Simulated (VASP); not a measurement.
The system is LiF.

```
Li F
1.0
     3.96570    0.00000    0.00000
    -1.98285    3.43439    0.00000
     0.00000    0.00000    4.81532
Li F
3 3
Direct
  0.00000 0.38051 0.00039
  0.61949 0.61949 0.00039
  0.38051 0.00000 0.00039
  0.33333 0.33333 0.50000
  0.00000 0.66667 0.50000
  0.66667 0.00000 0.50000
```

| Quantity | Value |
| --- | --- |
| Program | VASP 6.6.1 |
| Task | relaxation of cell and atoms |
| Functional | PBE |
| Potentials or basis | VASP PAW PBE potentials, release 64 (Li_sv, F) |
| Cutoff | 600 eV |
| k mesh | 6 × 6 × 4 |
| Occupations | gaussian, width 0.1 eV |
| Spin | no spin polarisation |

At the start: pressure 11.8 GPa; volume 10.93 Å³/atom.

**Question.** How do energy, volume and symmetry change on relaxing?

**Answer.** Over 14 steps the energy falls by 2773.5 meV/atom and the volume is 8.40 Å³/atom (-23.1 %); space group P-6m2 (No. 187, to 0.05 Å).

The path:
```tsv
step	energy change (eV)	largest force (eV/Å)	pressure (GPa)	volume (Å³)
1	0.0000	1.0423	11.77	65.58
2	-9.4138	0.5312	-6.75	71.07
3	14.5988	0.0273	-2.07	50.66
4	-13.8150	0.2401	-13.91	71.91
5	-14.9592	0.1645	-18.31	71.11
6	-16.4045	0.1610	-9.69	56.75
7	-16.4688	0.1688	-6.29	53.98
8	-16.4686	0.1702	-5.75	53.58
9	-16.6283	0.1734	0.27	50.38
10	-16.6283	0.1735	0.27	50.38
11	-16.6341	0.1283	0.08	50.45
12	-16.6402	0.0209	-0.29	50.61
13	-16.6402	0.0157	-0.28	50.62
14	-16.6408	0.0066	0.02	50.43
```

Final structure:
```
CELL_PARAMETERS angstrom
4.76445 0.00000 0.00000
-2.38223 4.12614 0.00000
0.00000 0.00000 2.56503
ATOMIC_POSITIONS crystal
Li 0.00000 0.33326 0.00021
Li 0.66674 0.66674 0.00021
Li 0.33326 0.00000 0.00021
F 0.33313 0.33313 0.50018
F 0.00000 0.66687 0.50018
F 0.66687 0.00000 0.50018
```

Caveat: the cutoff is under 1.25 times the usual one of these potentials, so pressure, stress and relaxed cells hold a basis-set (Pulay) error; the volume moved by over 15 % at a fixed basis, so the end points are rough.
